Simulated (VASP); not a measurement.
# SiSbTe3 (P-6m2) in VASP: further runs

SiSbTe3 is run at these levels: PBE; tasks: single point.

All numbers are computed with VASP 6.6.1; they aren't measurements. Logs are shortened: lines on timing, memory, paths and dates and some standing lists are left out, and cuts for length are marked.

### Step 1. The cell of the first run

It takes space group P-6m2 (No. 187, hexagonal). The conventional cell has a = 4.895 Å, b = 4.895 Å, c = 9.149 Å, α = 90.00°, β = 90.00°, γ = 120.00°. Within 4.1 Å of Si (site symmetry -6m2) lie 6 Te at 3.14 Å. Within 3.7 Å of Sb (site symmetry -6m2) lie 3 Te at 2.83 Å. Within 3.6 Å of Te (site symmetry 3m) lie 1 Te at 2.76 Å and 3 Si at 3.14 Å. Within 3.7 Å of Te (site symmetry -6m2) lie 3 Sb at 2.83 Å.

The cell was built from a structure type or drawn by symmetry, and may not be a known phase.

### Step 2. Single point, PBE

INCAR

```
PREC = Accurate ; ENCUT = 520
EDIFF = 1E-6 ; ISMEAR = 0
SIGMA = 0.1 ; LREAL = False
LASPH = True ; NELM = 100
ALGO = Normal ; ISIF = 2
LWAVE = False ; LCHARG = True
GGA = PE ; LELF = True
LVHAR = True ; NBANDS = 22
```

KPOINTS

```
Automatic mesh
0
Gamma
  12 12 6
```

POSCAR

```
SiSbTe3
1.0
    4.8947424446      0.0000000000      0.0000000000
   -2.4473712223      4.2389713020      0.0000000000
    0.0000000000      0.0000000000      9.1494519918
Si Sb Te
1 1 3
Direct
    0.0000000000      0.0000000000      0.5000000000
    0.3333333333      0.6666666667      0.0000000000
    0.6666666667      0.3333333333      0.3491936585
    0.6666666667      0.3333333333      0.6508063415
    0.0000000000      0.0000000000      0.0000000000
```

Potentials or basis: VASP PAW PBE potentials, release 64 (Si, Sb, Te).

The run is started by

```console
$ cat potpaw_PBE.64/Si/POTCAR potpaw_PBE.64/Sb/POTCAR potpaw_PBE.64/Te/POTCAR > POTCAR
$ mpirun -np 1 vasp_std > vasp.out
```

OUTCAR:

```text
PREC = Accurate
   ENCUT = 520
   EDIFF = 1E-6
   ISMEAR = 0
   LREAL = False
   LASPH = True
   NELM = 100
   ISIF = 2
   GGA = PE

 ion  position               nearest neighbor table
   1  0.000  0.000  0.500-   3 3.14   4 3.14   3 3.14   4 3.14   3 3.14   4 3.14
   2  0.333  0.667  0.000-   5 2.83   5 2.83   5 2.83
   3  0.667  0.333  0.349-   4 2.76   1 3.14   1 3.14   1 3.14
   4  0.667  0.333  0.651-   3 2.76   1 3.14   1 3.14   1 3.14
   5  0.000  0.000  0.000-   2 2.83   2 2.83   2 2.83

  LATTYP: Found a hexagonal cell.
 ALAT       =     4.8947424446
 C/A-ratio  =     1.8692407405

  Lattice vectors:

 A1 = (   4.8947424446,   0.0000000000,   0.0000000000)
 A2 = (  -2.4473712223,   4.2389713020,   0.0000000000)
 A3 = (   0.0000000000,   0.0000000000,   9.1494519918)

Analysis of symmetry for initial positions (statically):
=====================================================================
 Subroutine PRICEL returns:
 Original cell was already a primitive cell.

 Routine SETGRP: Setting up the symmetry group for a
 hexagonal supercell.

 Subroutine GETGRP returns: Found 12 space group operations
 (whereof 12 operations were pure point group operations)
 out of a pool of 24 trial point group operations.

The static configuration has the point symmetry D_3h.

Analysis of symmetry for dynamics (positions and initial velocities):
=====================================================================
 Subroutine PRICEL returns:
 Original cell was already a primitive cell.

 Routine SETGRP: Setting up the symmetry group for a
 hexagonal supercell.

 Subroutine GETGRP returns: Found 12 space group operations
 (whereof 12 operations were pure point group operations)
 out of a pool of 24 trial point group operations.

The dynamic configuration has the point symmetry D_3h.

 Subroutine INISYM returns: Found 12 space group operations
 (whereof 12 operations are pure point group operations),
 and found     1 'primitive' translations

----------------------------------------------------------------------------------------

                                     Primitive cell

  volume of cell :     189.8390

  direct lattice vectors                    reciprocal lattice vectors
     4.894742445  0.000000000  0.000000000     0.204300841  0.117953146  0.000000000
    -2.447371222  4.238971302  0.000000000     0.000000000  0.235906292  0.000000000
     0.000000000  0.000000000  9.149451992     0.000000000  0.000000000  0.109296163

  length of vectors
     4.894742445  4.894742445  9.149451992     0.235906292  0.235906292  0.109296163

  position of ions in fractional coordinates (direct lattice)
     0.000000000  0.000000000  0.500000000
     0.333333333  0.666666667  0.000000000
     0.666666667  0.333333333  0.349193658
     0.666666667  0.333333333  0.650806342
     0.000000000  0.000000000  0.000000000

  ion indices of the primitive-cell ions
   primitive index   ion index
                 1           1
                 2           2
                 3           3
                 4           4
                 5           5

----------------------------------------------------------------------------------------

 KPOINTS: Automatic mesh

Automatic generation of k-mesh.
 Grid dimensions read from file:
 generate k-points for:   12   12    6

 Generating k-lattice:

  Cartesian coordinates                     Fractional coordinates (reciprocal lattice)
     0.017025070  0.009829429  0.000000000     0.083333333 -0.000000000  0.000000000
     0.000000000  0.019658858  0.000000000     0.000000000  0.083333333  0.000000000
     0.000000000  0.000000000  0.018216027     0.000000000  0.000000000  0.166666667

  Length of vectors
     0.019658858  0.019658858  0.018216027

  Shift w.r.t. Gamma in fractional coordinates (k-lattice)
     0.000000000  0.000000000  0.000000000

 Subroutine IBZKPT returns following result:
 ===========================================

 Found     76 irreducible k-points:

 Following reciprocal coordinates:
            Coordinates               Weight
  0.000000  0.000000  0.000000      1.000000
  0.083333 -0.000000  0.000000      6.000000
  0.166667  0.000000  0.000000      6.000000
  0.250000  0.000000  0.000000      6.000000
  0.333333  0.000000  0.000000      6.000000
  0.416667  0.000000  0.000000      6.000000
[... 16 lines left out ...]
  0.250000  0.000000  0.166667     12.000000
  0.333333  0.000000  0.166667     12.000000
 [... further k-points ...]
   k-points           NKPTS =     76   k-points in BZ     NKDIM =     76   number of bands    NBANDS=     22
   number of dos      NEDOS =    301   number of ions     NIONS =      5
   total plane-waves  NPLWV =  90720
   dimension x,y,z NGX =    36 NGY =   36 NGZ =   70
   dimension x,y,z NGXF=    72 NGYF=   72 NGZF=  140
   ions per type =               1   1   3
   NGX,Y,Z   is equivalent  to a cutoff of  12.23, 12.23, 12.72 a.u.
   NGXF,Y,Z  is equivalent  to a cutoff of  24.45, 24.45, 25.44 a.u.
 SYSTEM =  unknown system
   PREC   = accura    normal or accurate (medium, high low for compatibility)
   ISTART =      0    job   : 0-new  1-cont  2-samecut
   ICHARG =      2    charge: 1-file 2-atom 10-const
   ISPIN  =      1    spin polarized calculation?
   LNONCOLLINEAR =      F non collinear calculations
   LSORBIT =      F    spin-orbit coupling
   LASPH  =      T    aspherical Exc in radial PAW
   ENCUT  =  520.0 eV  38.22 Ry    6.18 a.u.   9.10  9.10 17.01*2*pi/ulx,y,z
   NELM   =    100;   NELMIN=  2; NELMDL= -5     # of ELM steps
   EDIFF  = 0.1E-05   stopping-criterion for ELM
   LREAL  =      F    real-space projection
   EDIFFG = 0.1E-04   stopping-criterion for IOM
   NSW    =      0    number of steps for IOM
   IBRION =     -1    ionic relax: 0-MD 1-quasi-New 2-CG
   NFREE  =      0    steps in history (QN), initial steepest desc. (CG)
   ISIF   =      2    stress and relaxation
   ISYM   =      2    0-nonsym 1-usesym 2-fastsym
   POTIM  = 0.5000    time-step for ionic-motion
   TEBEG  =    0.0;   TEEND  =   0.0 temperature during run
   PSTRESS=    0.0 pullay stress
   NELECT =      27.0000    total number of electrons
   NUPDOWN=      -1.0000    fix difference up-down
   EMIN   =  10.00;   EMAX   =-10.00  energy-range for DOS
   EFERMI =   0.00;   METHOD = LEGACY
   ISMEAR =     0;   SIGMA  =   0.10  broadening in eV -4-tet -1-fermi 0-gaus
   EFERMI_NEDOS =   21; number of points for ismear=-14 and -15
   IALGO  =     38    algorithm
   IMIX   =      4    mixing-type and parameters
     AMIX     =   0.40;   BMIX     =  1.00
     AMIX_MAG =   1.60;   BMIX_MAG =  1.00
  volume/ion in A,a.u.               =      37.97       256.22
  Fermi-wavevector in a.u.,A,eV,Ry     =   0.854544  1.614853  9.935586  0.730245
  Thomas-Fermi vector in A             =   1.971156
   LORBIT       =      0    0 simple, 1 ext, 2 COOP (PROOUT), +10 PAW based schemes
   GGA     = PE    functional components
   LHFCALC =     F    Hartree Fock is set to
   AEXX    =    0.0000 exact exchange contribution
   IVDW    =     0    specifies the selected vdW correction
   LEPSILON=     F    determine dielectric tensor
   LRPA    =     F    only Hartree local field effects (RPA)
 non-spin polarized calculation
 Gauss-broadening in eV      SIGMA  =   0.10
  energy-cutoff  :      520.00
  volume of cell :      189.84
 maximum number of plane-waves:      5148
   NGX = 19   NGY = 19   NGZ = 35

 number of electron      26.9999996 magnetization

 Free energy of the ion-electron system (eV)
  ---------------------------------------------------
  ext. energy  EPLUGINS =         0.00000000
  ---------------------------------------------------
  free energy    TOTEN  =       -16.55121713 eV

  energy without entropy =      -16.54172384  energy(sigma->0) =      -16.54647048

 E-fermi :   4.0494     XC(G=0):  -8.2174

 val. band max:        4.0468096395   @ k =   0.3333   0.3333   0.0000
 cond. band min:       4.0565264850   @ k =   0.3333   0.3333   0.0000
 fundamental gap:      0.0097168455
 Fermi energy:         4.0494309826

 k-point     1 :       0.0000    0.0000    0.0000
  band No.  band energies     occupation
      1      -8.8121      2.00000
      2      -8.2743      2.00000
      3      -5.8756      2.00000
      4      -2.5526      2.00000
      5      -1.8104      2.00000
      6       0.2747      2.00000
[... 14 lines left out ...]
     21       8.4231      0.00000
     22       9.4087      0.00000

 k-point     2 :       0.0833   -0.0000    0.0000
  band No.  band energies     occupation
      1      -8.7702      2.00000
      2      -8.2525      2.00000
      3      -5.8617      2.00000
      4      -2.8359      2.00000
      5      -1.9328      2.00000
      6       0.1962      2.00000
[... 14 lines left out ...]
     21       8.6074      0.00000
     22       9.5491      0.00000

 k-point     3 :       0.1667    0.0000    0.0000
  band No.  band energies     occupation
      1      -8.6481      2.00000
      2      -8.1904      2.00000
      3      -5.8230      2.00000
      4      -3.4604      2.00000
      5      -2.2385      2.00000
      6       0.0059      2.00000
[... 14 lines left out ...]
     21       8.9190      0.00000
     22       9.5885      0.00000
[... 476 lines left out ...]
 k-point    23 :       0.2500    0.0000    0.1667
  band No.  band energies     occupation
      1      -8.4450      2.00000
      2      -8.1176      2.00000
      3      -5.7577      2.00000
      4      -4.1548      2.00000
      5      -2.6132      2.00000
      6      -0.2105      2.00000
[... 14 lines left out ...]
     21       8.9152      0.00000
     22       9.7894      0.00000

 k-point    24 :       0.3333    0.0000    0.1667
  band No.  band energies     occupation
      1      -8.2254      2.00000
      2      -8.0022      2.00000
      3      -5.7098      2.00000
      4      -4.7885      2.00000
      5      -2.9558      2.00000
      6      -0.3995      2.00000
[... 14 lines left out ...]
     21       8.7574      0.00000
     22       9.7446      0.00000

 [... further k-points ...]

------------------------ aborting loop because EDIFF is reached ----------------------------------------

  FORCE on cell =-STRESS in cart. coord.  units (eV):
  Direction    XX          YY          ZZ          XY          YZ          ZX
  --------------------------------------------------------------------------------------
  -------------------------------------------------------------------------------------
  Total        0.0049996      0.0049996      0.0433539      0.0000000      0.0000000     -0.0000000
  in kB        0.0421954      0.0421954      0.3658925      0.0000000      0.0000000     -0.0000000
  external PRESSURE =       0.1500944 kB  Pullay stress =       0.0000000 kB

 VOLUME and BASIS-vectors are now :
 -----------------------------------------------------------------------------
  energy-cutoff  :      520.00
  volume of cell :      189.84
      direct lattice vectors                 reciprocal lattice vectors
     4.894742445  0.000000000  0.000000000     0.204300841  0.117953146  0.000000000
    -2.447371222  4.238971302  0.000000000     0.000000000  0.235906292  0.000000000
     0.000000000  0.000000000  9.149451992     0.000000000  0.000000000  0.109296163

 POSITION                                       TOTAL-FORCE (eV/Angst)
 -----------------------------------------------------------------------------------
      0.00000      0.00000      4.57473        -0.000000      0.000000      0.000000
     -0.00000      2.82598      0.00000         0.000000      0.000000      0.000000
      2.44737      1.41299      3.19493        -0.000000     -0.000000     -0.020144
      2.44737      1.41299      5.95452        -0.000000      0.000000      0.020144
      0.00000      0.00000      0.00000        -0.000000      0.000000      0.000000
 -----------------------------------------------------------------------------------
    total drift:                               -0.000000      0.000000      0.000000

  FREE ENERGIE OF THE ION-ELECTRON SYSTEM (eV)
  ---------------------------------------------------
  free  energy   TOTEN  =       -16.5512171309 eV

  energy  without entropy=      -16.5417238381  energy(sigma->0) =      -16.54647048
```

It took 4.2 min on 1 thread of Intel Xeon Platinum 8259CL at 2.50GHz (Skylake/Cascade Lake), shared host; peak memory 0.5 GiB.

What came out:

* Free energy: -16.5512 eV
* Pressure: 0.0 GPa
* Largest force: 0.020 eV/Å
* Band gap on the k mesh: zero (an odd number of electrons rules out a gap without spin polarisation)

Forces in eV/Å, atoms in the order of the input:
```
Si   0.000  0.000  0.000
Sb   0.000  0.000  0.000
Te   0.000  0.000 -0.020
Te   0.000  0.000  0.020
Te   0.000  0.000  0.000
```

Levels at points of the mesh, in eV from the Fermi level:
| k point | band 9 | band 10 | band 11 | band 12 | band 13 | band 14 | band 15 | band 16 | band 17 | band 18 |
| --- | --- | --- | --- | --- | --- | --- | --- | --- | --- | --- |
| (0.00, 0.00, 0.00) | -3.27 | -2.79 | -2.79 | -0.37 | -0.37 | 0.25 | 0.47 | 0.47 | 1.16 | 1.16 |
| (0.50, 0.00, 0.00) | -3.16 | -1.91 | -1.69 | -1.37 | -0.76 | -0.71 | 1.27 | 1.89 | 2.73 | 2.83 |
| (0.00, 0.00, 0.50) | -2.78 | -2.78 | -1.92 | -0.55 | -0.55 | 0.21 | 0.86 | 0.86 | 1.00 | 1.00 |
| (0.50, 0.00, 0.50) | -2.53 | -2.44 | -2.32 | -1.58 | -0.64 | -0.19 | 1.57 | 2.19 | 2.23 | 2.69 |

Caveat: spin-orbit coupling is left out, which moves the levels of the heavy elements; this functional lacks dispersion, which binds the layers, so the pressure and a relaxed spacing across them are unreliable.

### Step 3. Single point, PBE

INCAR

```
  PREC = Accurate
  ENCUT = 520
  EDIFF = 1E-7
  ISMEAR = 0
  SIGMA = 0.1
  LREAL = False
  LASPH = True
  NELM = 100
  ALGO = Normal
  ISIF = 2
  LWAVE = False
  LCHARG = False
  GGA = PE
  NBANDS = 22
```

KPOINTS

```
Automatic mesh
0
Gamma
  12 12 4
```

POSCAR is that of step 2.

Potentials or basis: VASP PAW PBE potentials, release 64 (Si, Sb, Te).

The run is started by

```console
$ cat potpaw_PBE.64/Si/POTCAR potpaw_PBE.64/Sb/POTCAR potpaw_PBE.64/Te/POTCAR > POTCAR
$ mpirun -np 1 vasp_std > vasp.out
```

It took 4.7 min on 1 thread of Intel Xeon Platinum 8259CL at 2.50GHz (Skylake/Cascade Lake), shared host; peak memory 0.44 GiB.

The run converged. Its results:

- Free energy: -16.5515 eV
- Pressure: 0.0 GPa
- Largest force: 0.020 eV/Å
- Band gap on the k mesh: zero (an odd number of electrons rules out a gap without spin polarisation)

Forces in eV/Å, atoms in the order of the input:
```
Si   0.000  0.000  0.000
Sb   0.000  0.000  0.000
Te   0.000  0.000 -0.020
Te   0.000  0.000  0.020
Te   0.000  0.000  0.000
```

Levels at points of the mesh, in eV from the Fermi level:
```
           k point  band 10  band 11  band 12  band 13  band 14  band 15  band 16  band 17
(0.00, 0.00, 0.00)    -2.80    -2.80    -0.37    -0.37     0.24     0.46     0.46     1.15
(0.50, 0.00, 0.00)    -1.92    -1.69    -1.38    -0.77    -0.72     1.26     1.88     2.72
(0.00, 0.00, 0.50)    -2.79    -1.93    -0.56    -0.56     0.21     0.85     0.85     1.00
(0.50, 0.00, 0.50)    -2.44    -2.33    -1.58    -0.65    -0.19     1.57     2.18     2.23
```

Caveat: spin-orbit coupling is left out, which moves the levels of the heavy elements; this functional lacks dispersion, which binds the layers, so the pressure and a relaxed spacing across them are unreliable.
